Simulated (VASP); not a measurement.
# AlGa3N4 (P1) in VASP: a series of runs

The runs below take AlGa3N4 through single point, with PBEsol.

All numbers are computed with VASP 6.6.1; they aren't measurements. Logs are shortened: lines on timing, memory, paths and dates and some standing lists are left out, and cuts for length are marked.

### Step 1. The cell of the first run

The typed cell holds 96 atoms: a = 9.497 Å, b = 10.966 Å, c = 10.270 Å, α = 90.00°, β = 90.00°, γ = 90.00°.

### Step 2. Single point, PBEsol

Contents of INCAR:

```
SYSTEM = AlGa3N4
ALGO = Normal
EDIFF = 1E-6
ENCUT = 700
GGA = PS
GGA_COMPAT = .FALSE.
ISIF = 2
ISMEAR = -1
ISYM = -1
KPAR = 1
LASPH = .TRUE.
LCHARG = .FALSE.
LREAL = Auto
LWAVE = .FALSE.
NBANDS = 426
NELM = 120
PREC = Accurate
SIGMA = 0.05
```

Contents of KPOINTS:

```
explicit points
1
Reciprocal
  0.25000000   0.25000000   0.25000000 1
```

Contents of POSCAR:

```
AlGa3N4
1.0
    9.4965400000      0.0000000000      0.0000000000
    0.0000000000     10.9656600000      0.0000000000
    0.0000000000      0.0000000000     10.2701910000
Ga Al N
36 12 48
Direct
    0.1674390000      0.0826710000      0.2455860000
    0.1691220000      0.0849180000      0.7517590000
    0.0016470000      0.3327150000      0.2494120000
    0.0023100000      0.3330040000      0.7459120000
    0.4980310000      0.0805110000      0.7489730000
    0.3339550000      0.3324500000      0.2523190000
    0.3395170000      0.3347450000      0.7551320000
    0.1699910000      0.5865810000      0.2492070000
    0.1679430000      0.5830720000      0.7497860000
    0.8357620000      0.0823490000      0.2483610000
    0.8351440000      0.0823150000      0.7505060000
    0.6660010000      0.3294410000      0.2510900000
    0.3329150000      0.8343370000      0.2500110000
    0.3367320000      0.8325870000      0.7497190000
    0.8335160000      0.5852050000      0.7510320000
    0.6683330000      0.8329870000      0.2468540000
    0.6662960000      0.8304930000      0.7488040000
    0.9982500000      0.1637920000      0.4994880000
    0.3327520000      0.1652480000      0.5002300000
    0.3356570000      0.1715640000      0.0014040000
    0.9986870000      0.6667760000      0.4999180000
    0.0007840000      0.6697940000      0.9996340000
    0.6664590000      0.1661390000      0.5012790000
    0.6614470000      0.1693830000      0.9991410000
    0.4979660000      0.4164780000      0.5006810000
    0.4984800000      0.4159220000      0.9995240000
    0.3329120000      0.6655910000      0.4955020000
    0.3311050000      0.6645150000      0.0026440000
    0.1642110000      0.9165660000      0.5021350000
    0.1646740000      0.9181670000      0.9987190000
    0.8326100000      0.4161960000      0.4978010000
    0.8282310000      0.4156540000      0.9980370000
    0.6667570000      0.6661180000      0.5000360000
    0.6664400000      0.6660580000      0.9997080000
    0.8312240000      0.9137510000      0.4967410000
    0.8340600000      0.9175660000      0.0005460000
    0.4995670000      0.0804350000      0.2447120000
    0.9975170000      0.8337790000      0.2497490000
    0.0011910000      0.8342580000      0.7468880000
    0.6673250000      0.3334030000      0.7510240000
    0.5023220000      0.5842900000      0.2519200000
    0.4952780000      0.5830210000      0.7493280000
    0.8347920000      0.5837040000      0.2494190000
    0.9994720000      0.1660950000      0.9981070000
    0.1676700000      0.4139820000      0.4937210000
    0.1686350000      0.4190150000      0.9989990000
    0.4982450000      0.9142840000      0.4976510000
    0.4982940000      0.9148590000      0.9989780000
    0.0001140000      0.1673980000      0.1918340000
    0.0007840000      0.1693770000      0.6843280000
    0.3334200000      0.1643160000      0.1914730000
    0.3350290000      0.1680030000      0.6877830000
    0.1682080000      0.4189190000      0.1876650000
    0.1654610000      0.4154860000      0.6906720000
    0.0020000000      0.6667800000      0.1911460000
    0.9969650000      0.6643950000      0.6906420000
    0.6645260000      0.1676100000      0.1889330000
    0.6671710000      0.1643550000      0.6862220000
    0.5030990000      0.4153480000      0.1878380000
    0.5012870000      0.4194510000      0.6875070000
    0.3319070000      0.6652630000      0.1871910000
    0.3322610000      0.6655300000      0.6878360000
    0.1645920000      0.9160590000      0.1854230000
    0.1661020000      0.9148270000      0.6865780000
    0.8312060000      0.4164300000      0.1880560000
    0.8312530000      0.4190420000      0.6874800000
    0.6700340000      0.6628280000      0.1883800000
    0.6658420000      0.6649170000      0.6842880000
    0.4991530000      0.9166330000      0.1926320000
    0.4973700000      0.9166170000      0.6864420000
    0.8324090000      0.9171480000      0.1894750000
    0.8333510000      0.9139010000      0.6892760000
    0.1677320000      0.0811930000      0.4370830000
    0.1711310000      0.0839600000      0.9398380000
    0.0009240000      0.3360470000      0.4374050000
    0.9974500000      0.3305330000      0.9417050000
    0.4974250000      0.0835420000      0.4385560000
    0.4971950000      0.0811740000      0.9391520000
    0.3339510000      0.3337220000      0.4397280000
    0.3342170000      0.3323280000      0.9405470000
    0.1682070000      0.5851800000      0.4373240000
    0.1675190000      0.5854100000      0.9416420000
    0.9988120000      0.8331220000      0.4407990000
    0.0009920000      0.8345320000      0.9389880000
    0.8331990000      0.0865420000      0.4398830000
    0.8319770000      0.0839580000      0.9408760000
    0.6643800000      0.3360870000      0.4343960000
    0.6690490000      0.3360810000      0.9406150000
    0.5009940000      0.5815720000      0.4353940000
    0.5013440000      0.5843200000      0.9387140000
    0.3345360000      0.8333550000      0.4367760000
    0.3360510000      0.8345540000      0.9358400000
    0.8336980000      0.5835470000      0.4379760000
    0.8321330000      0.5883480000      0.9392660000
    0.6666610000      0.8348910000      0.4372660000
    0.6641440000      0.8320250000      0.9389740000
```

Potentials or basis: VASP PAW PBE potentials, release 64 (Ga_d, Al, N).

Started as:

```sh
$ cat potpaw_PBE.64/Ga_d/POTCAR potpaw_PBE.64/Al/POTCAR potpaw_PBE.64/N/POTCAR > POTCAR
$ mpirun -np 4 vasp_std > vasp.out
```

OUTCAR:

```text
SYSTEM = AlGa3N4
   EDIFF = 1E-6
   ENCUT = 700
   GGA = PS
   ISIF = 2
   ISMEAR = -1
   ISYM = -1
   LASPH = .TRUE.
   LREAL = Auto
   NELM = 120
   PREC = Accurate

 ion  position               nearest neighbor table
   1  0.167  0.083  0.246-  51 1.90  49 1.92  63 1.93  73 1.97  44 3.14
   2  0.169  0.085  0.752-  74 1.93  52 1.93  50 1.97  64 1.98  44 3.13
   3  0.002  0.333  0.249-  49 1.91  75 1.93  53 1.95  65 1.96  45 3.09
   4  0.002  0.333  0.746-  54 1.88  50 1.90  66 1.97  76 2.01
   5  0.498  0.081  0.749-  70 1.91  52 1.93  78 1.95  58 1.96
   6  0.334  0.332  0.252-  79 1.92  51 1.95  53 1.95  59 1.96  45 3.07
   7  0.340  0.335  0.755-  80 1.91  60 1.92  52 1.96  54 1.99  42 3.10  40 3.11  46 3.12
   8  0.170  0.587  0.249-  61 1.87  55 1.92  81 1.93  53 1.94
   9  0.168  0.583  0.750-  62 1.91  54 1.94  56 1.95  82 1.97  42 3.11  46 3.13
  10  0.836  0.082  0.248-  49 1.91  71 1.91  85 1.97  57 1.97  38 3.13  44 3.14
  11  0.835  0.082  0.751-  58 1.95  72 1.95  86 1.96  50 1.96  44 3.12
  12  0.666  0.329  0.251-  87 1.88  57 1.89  59 1.92  65 1.95
  13  0.333  0.834  0.250-  69 1.91  91 1.92  63 1.95  61 1.96  47 3.11  37 3.13
  14  0.337  0.833  0.750-  70 1.90  92 1.91  62 1.94  64 1.96  48 3.12  42 3.12  47 3.14
  15  0.834  0.585  0.751-  56 1.88  94 1.93  66 1.94  68 1.94
  16  0.668  0.833  0.247-  71 1.90  69 1.93  95 1.96  67 1.96  38 3.13
  17  0.666  0.830  0.749-  72 1.93  68 1.93  96 1.95  70 1.97
  18  0.998  0.164  0.499-  85 1.88  50 1.90  73 1.95  75 1.99
  19  0.333  0.165  0.500-  77 1.91  52 1.93  73 1.93  79 1.95
  20  0.336  0.172  0.001-  80 1.87  78 1.94  74 1.94  51 1.95  37 3.11
  21  0.999  0.667  0.500-  93 1.92  83 1.92  81 1.95  56 1.96  39 3.13  43 3.14
  22  0.001  0.670  1.000-  84 1.91  82 1.93  94 1.94  55 1.97  38 3.14
[... 78 lines left out ...]
  95  0.667  0.835  0.437-  35 1.89  47 1.92  16 1.96  33 1.96
  96  0.664  0.832  0.939-  48 1.92  34 1.92  17 1.95  36 1.97

IMPORTANT INFORMATION: All symmetrisations will be switched off!
NOSYMM: (Re-)initialisation of all symmetry stuff for point group C_1.

----------------------------------------------------------------------------------------

                                     Primitive cell

  volume of cell :    1069.4949

  direct lattice vectors                    reciprocal lattice vectors
     9.496540000  0.000000000  0.000000000     0.105301510  0.000000000  0.000000000
     0.000000000 10.965660000  0.000000000     0.000000000  0.091193781  0.000000000
     0.000000000  0.000000000 10.270191000     0.000000000  0.000000000  0.097369173

  length of vectors
     9.496540000 10.965660000 10.270191000     0.105301510  0.091193781  0.097369173

  position of ions in fractional coordinates (direct lattice)
     0.167439000  0.082671000  0.245586000
     0.169122000  0.084918000  0.751759000
     0.001647000  0.332715000  0.249412000
     0.002310000  0.333004000  0.745912000
     0.498031000  0.080511000  0.748973000
     0.333955000  0.332450000  0.252319000
[... 88 lines left out ...]
     0.666661000  0.834891000  0.437266000
     0.664144000  0.832025000  0.938974000

  ion indices of the primitive-cell ions
   primitive index   ion index
                 1           1
                 2           2
                 3           3
                 4           4
                 5           5
                 6           6
[... 88 lines left out ...]
                95          95
                96          96

----------------------------------------------------------------------------------------

 KPOINTS: explicit points

Read explicit list of k-points.

 Found      1 k-points:

 Following reciprocal coordinates:
            Coordinates               Weight
  0.250000  0.250000  0.250000      1.000000
   k-points           NKPTS =      1   k-points in BZ     NKDIM =      1   number of bands    NBANDS=    428
   number of dos      NEDOS =    301   number of ions     NIONS =     96
   total plane-waves  NPLWV = 725760
   dimension x,y,z NGX =    84 NGY =   96 NGZ =   90
   dimension x,y,z NGXF=   168 NGYF=  192 NGZF=  180
   ions per type =              36  12  48
   NGX,Y,Z   is equivalent  to a cutoff of  14.70, 14.55, 14.57 a.u.
   NGXF,Y,Z  is equivalent  to a cutoff of  29.41, 29.11, 29.14 a.u.
 SYSTEM =  AlGa3N4
   PREC   = accura    normal or accurate (medium, high low for compatibility)
   ISTART =      0    job   : 0-new  1-cont  2-samecut
   ICHARG =      2    charge: 1-file 2-atom 10-const
   ISPIN  =      1    spin polarized calculation?
   LNONCOLLINEAR =      F non collinear calculations
   LSORBIT =      F    spin-orbit coupling
   LASPH  =      T    aspherical Exc in radial PAW
   ENCUT  =  700.0 eV  51.45 Ry    7.17 a.u.  20.49 23.66 22.16*2*pi/ulx,y,z
   NELM   =    120;   NELMIN=  2; NELMDL= -5     # of ELM steps
   EDIFF  = 0.1E-05   stopping-criterion for ELM
   LREAL  =      T    real-space projection
   EDIFFG = 0.1E-04   stopping-criterion for IOM
   NSW    =      0    number of steps for IOM
   IBRION =     -1    ionic relax: 0-MD 1-quasi-New 2-CG
   NFREE  =      0    steps in history (QN), initial steepest desc. (CG)
   ISIF   =      2    stress and relaxation
   ISYM   =     -1    0-nonsym 1-usesym 2-fastsym
   POTIM  = 0.5000    time-step for ionic-motion
   TEBEG  =    0.0;   TEEND  =   0.0 temperature during run
   PSTRESS=    0.0 pullay stress
   NELECT =     744.0000    total number of electrons
   NUPDOWN=      -1.0000    fix difference up-down
   EMIN   =  10.00;   EMAX   =-10.00  energy-range for DOS
   EFERMI =   0.00;   METHOD = LEGACY
   ISMEAR =    -1;   SIGMA  =   0.05  broadening in eV -4-tet -1-fermi 0-gaus
   EFERMI_NEDOS =   21; number of points for ismear=-14 and -15
   IALGO  =     38    algorithm
   IMIX   =      4    mixing-type and parameters
     AMIX     =   0.40;   BMIX     =  1.00
     AMIX_MAG =   1.60;   BMIX_MAG =  1.00
  volume/ion in A,a.u.               =      11.14        75.18
  Fermi-wavevector in a.u.,A,eV,Ry     =   1.450573  2.741185 28.628861  2.104162
  Thomas-Fermi vector in A             =   2.568169
   LORBIT       =      0    0 simple, 1 ext, 2 COOP (PROOUT), +10 PAW based schemes
   GGA     = PS    functional components
   LHFCALC =     F    Hartree Fock is set to
   AEXX    =    0.0000 exact exchange contribution
   IVDW    =     0    specifies the selected vdW correction
   LEPSILON=     F    determine dielectric tensor
   LRPA    =     F    only Hartree local field effects (RPA)
 non-spin polarized calculation
  energy-cutoff  :      700.00
  volume of cell :     1069.49
 maximum number of plane-waves:     44982
 NGX is ok and might be reduce to    84
   NGX = 41   NGY = 47   NGZ = 45

 number of electron     744.0000048 magnetization

 Free energy of the ion-electron system (eV)
  ---------------------------------------------------
  ext. energy  EPLUGINS =         0.00000000
  ---------------------------------------------------
  free energy    TOTEN  =      -658.76387502 eV

  energy without entropy =     -658.76387502  energy(sigma->0) =     -658.76387502

 E-fermi :   6.5424     XC(G=0): -11.7361

 val. band max:        5.3445854043   @ k =   0.2500   0.2500   0.2500
 cond. band min:       8.7568644988   @ k =   0.2500   0.2500   0.2500
 fundamental gap:      3.4122790946
 Fermi energy:         6.5424016037

 k-point     1 :       0.2500    0.2500    0.2500
  band No.  band energies     occupation
      1     -10.2963      2.00000
      2     -10.0586      2.00000
      3      -9.9534      2.00000
      4      -9.9104      2.00000
      5      -9.7958      2.00000
      6      -9.7289      2.00000
[... 376 lines left out ...]
    383      10.4550      0.00000
    384      10.5021      0.00000
 [bands above 384 left out]

------------------------ aborting loop because EDIFF is reached ----------------------------------------

  FORCE on cell =-STRESS in cart. coord.  units (eV):
  Direction    XX          YY          ZZ          XY          YZ          ZX
  --------------------------------------------------------------------------------------
  -------------------------------------------------------------------------------------
  Total        3.5070775     -1.3517422      3.6285274      5.9102845      1.0191536      0.0900288
  in kB        5.2538449     -2.0250034      5.4357852      8.8540154      1.5267627      0.1348694
  external PRESSURE =       2.8882089 kB  Pullay stress =       0.0000000 kB

 VOLUME and BASIS-vectors are now :
 -----------------------------------------------------------------------------
  energy-cutoff  :      700.00
  volume of cell :     1069.49
      direct lattice vectors                 reciprocal lattice vectors
     9.496540000  0.000000000  0.000000000     0.105301510  0.000000000  0.000000000
     0.000000000 10.965660000  0.000000000     0.000000000  0.091193781  0.000000000
     0.000000000  0.000000000 10.270191000     0.000000000  0.000000000  0.097369173

 POSITION                                       TOTAL-FORCE (eV/Angst)
 -----------------------------------------------------------------------------------
      1.59009      0.90654      2.52222        -0.237837     -0.169992      0.684536
      1.60607      0.93118      7.72071        -0.186186     -0.167351     -0.429666
      0.01564      3.64844      2.56151        -0.383301      0.597085     -0.267473
      0.02194      3.65161      7.66066        -0.750314      0.349183      0.779519
      4.72957      0.88286      7.69210         0.324121      0.335024     -0.014938
      3.17142      3.64553      2.59136         0.203374      0.237371     -0.414950
[... 88 lines left out ...]
      6.33097      9.15513      4.49081        -0.948185     -0.183461      0.091964
      6.30707      9.12370      9.64344        -0.256225      0.711480      0.283171
 -----------------------------------------------------------------------------------
    total drift:                                0.026680     -0.015125      0.021805

  FREE ENERGIE OF THE ION-ELECTRON SYSTEM (eV)
  ---------------------------------------------------
  free  energy   TOTEN  =      -658.7638750173 eV

  energy  without entropy=     -658.7638750172  energy(sigma->0) =     -658.76387502
```

It took 7.7 min on 4 MPI ranks of Intel Xeon 6975P-C (Granite Rapids), shared host; peak memory 0.64 GiB.

Results:

* Free energy: -658.7639 eV
* Pressure: 0.3 GPa
* Largest force: 2.212 eV/Å
* Band gap on the k mesh: 3.41 eV

Forces on the atoms (eV/Å):
```
Ga  -0.238 -0.170  0.685
Ga  -0.186 -0.167 -0.430
Ga  -0.383  0.597 -0.267
Ga  -0.750  0.349  0.780
Ga   0.324  0.335 -0.015
Ga   0.203  0.237 -0.415
Ga  -0.832 -0.180 -1.082
Ga  -0.637 -0.581  0.195
Ga  -0.483 -0.063  0.039
Ga  -0.584  0.555  0.399
Ga  -0.155 -0.015 -0.168
Ga   0.210  0.787 -0.454
Ga  -0.341 -0.255 -0.193
Ga  -0.663 -0.148 -0.161
Ga  -0.426 -0.370 -0.070
Ga  -0.377 -0.422  0.358
Ga  -0.130  0.230  0.057
Ga   0.667  0.621 -0.532
Ga   0.024  0.090 -0.202
Ga  -0.253 -1.147  0.341
Ga   0.207 -0.348  0.178
Ga  -0.165 -0.371  0.378
Ga  -0.435  0.266 -0.648
Ga   0.560 -0.441  0.174
Ga   0.399  0.016 -0.269
Ga   0.509  0.573  0.489
Ga   0.279  0.216  0.518
Ga   0.693  0.764 -0.570
Ga   0.489 -0.045 -0.608
Ga   0.746 -0.280 -0.165
Ga  -0.065  0.184  0.125
Ga   1.423  0.846  0.694
Ga   0.077  0.027 -0.538
Ga  -0.106  0.166  0.211
Ga   0.142  0.828  0.624
Ga  -0.392 -0.239 -0.319
Al   0.123  0.580  1.104
Al   0.471 -0.210  0.102
Al  -0.217 -0.454  0.334
Al   0.164 -0.001 -0.433
Al  -0.085 -0.504 -0.795
Al   0.741  0.306  0.003
Al   0.162 -0.520 -0.010
Al   0.121  0.134  0.454
Al  -0.137  0.699  0.893
Al  -0.780 -0.374  0.203
Al   0.215  0.676 -0.043
Al   0.191  0.111  0.269
N    0.151 -0.315 -1.539
N    0.060 -0.823  0.833
N    0.781  0.167 -0.344
N   -0.122  0.092  0.415
N    0.141 -0.315 -0.641
N    0.977  0.188 -1.167
N   -0.939  0.649  0.111
N    0.811  1.280 -0.058
N   -0.327 -1.207 -0.088
N   -0.102  1.042  1.210
N   -0.637  0.887  0.358
N    0.605 -0.117  0.971
N    1.550  0.252  0.718
N    0.704 -0.156 -0.046
N   -0.541 -0.443  0.698
N   -0.315  0.104  0.990
N    0.356  0.627  0.329
N   -0.377 -0.838  0.461
N   -0.432  0.101  0.593
N   -0.935 -0.226  1.070
N    0.211  0.326 -1.499
N    0.609 -0.307 -0.839
N    0.858 -0.459  0.048
N    0.589  0.030  0.015
N   -0.334  0.224 -0.042
N   -1.175  0.659  0.148
N    0.499 -0.348  0.384
N    1.052  0.257 -0.199
N    0.466 -0.970 -0.787
N    0.258 -0.319  0.198
N   -0.780  0.043  0.168
N   -0.710  1.022  0.118
N   -0.404 -1.161  0.392
N   -0.309 -1.098 -0.358
N    0.083  0.038 -1.280
N   -0.251  0.166 -1.182
N   -0.252 -0.907 -0.475
N    0.565  0.387 -0.021
N    0.137 -0.572  1.131
N   -1.301 -0.707 -1.643
N   -0.160  0.337 -0.257
N   -0.563 -0.371 -0.968
N    0.096  0.187  0.530
N   -0.047 -0.084  0.873
N   -0.063  0.064 -0.855
N    0.396 -0.806 -0.064
N   -0.948 -0.183  0.092
N   -0.256  0.711  0.283
```

Stress tensor (GPa, compression positive):
```
 0.53  0.89  0.01
 0.89 -0.20  0.15
 0.01  0.15  0.54
```

Caveat: the PAW data sets were made with another functional, which shifts forces and pressure a little; a shifted mesh leaves out Γ, where band edges can lie.

(Continued in part 2 of 2.)
